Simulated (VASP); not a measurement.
A run of VASP 6.6.1:

Contents of INCAR:

```
SYSTEM = Au3C
  ALGO = Normal
  DIPOL = 0.5 0.5 0.336
  EDIFF = 1E-7
  ENCUT = 520
  GGA = PE
  IDIPOL = 3
  ISIF = 2
  ISMEAR = 0
  LASPH = .TRUE.
  LCHARG = .FALSE.
  LDIPOL = .TRUE.
  LREAL = .FALSE.
  LWAVE = .FALSE.
  NBANDS = 26
  NELM = 60
  PREC = Accurate
  SIGMA = 0.1
```

The input KPOINTS:

```
k-points
0
G
  9 9 1
  0 0 0
```

POSCAR

```
Au3C
1.0
    2.9402049748      0.0000000000      0.0000000000
   -1.4701024874      2.5462922005      0.0000000000
    0.0000000000      0.0000000000     21.8974947720
Au C
3 1
Direct
    0.6666666667      0.3333333333      0.1826692981
    0.3333333333      0.6666666667      0.2945190844
    0.0000000000      0.0000000000      0.4063247812
    0.6666666667     -0.6666666667      0.4606688974
```

Potentials or basis: VASP PAW PBE potentials, release 64 (Au, C).

The run is started by

```bash
$ cat potpaw_PBE.64/Au/POTCAR potpaw_PBE.64/C/POTCAR > POTCAR
$ mpirun -np 1 vasp_std > vasp.out
```

Hardware: 1 thread of Intel(R) Xeon(R) 6975P-C (Granite Rapids), on a shared host.

Q: Estimate the wall time of this run.

A: Wall time 67 s on 1 thread of Intel(R) Xeon(R) 6975P-C (Granite Rapids) (shared host), peak memory 0.31 GiB. Counts: scf iterations 42, k points 12.
